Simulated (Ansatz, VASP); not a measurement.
**AlN: VASP beside Ansatz**

```
CELL_PARAMETERS angstrom
3.09847 0.00000 0.00000
-1.54923 2.68335 0.00000
0.00000 0.00000 4.96712
ATOMIC_POSITIONS crystal
Al 0.33333 0.66667 0.00014
Al 0.66667 0.33333 0.50014
N 0.33333 0.66667 0.38186
N 0.66667 0.33333 0.88186
```

Alike in both runs: task single point; functional PBE; k mesh 9 × 9 × 4; no spin polarisation.

```csv
,VASP,Ansatz
version,VASP 6.6.1,Ansatz 0.2.0
potentials or method,"VASP PAW PBE potentials, release 64 (Al, N), cutoff 600 eV","scalar-relativistic, plane waves, PAW"
occupations,"gaussian, width 0.01 eV",fixed
valence electrons in the cell,16,16
```

VASP gave:

* gap on the k mesh at the Fermi level (eV): 4.31
* least direct gap on the mesh (eV): 4.31

Task: Which values does Ansatz return?

Result: gap on the k mesh at the Fermi level (eV): 4.30; least direct gap on the mesh (eV): 4.30.
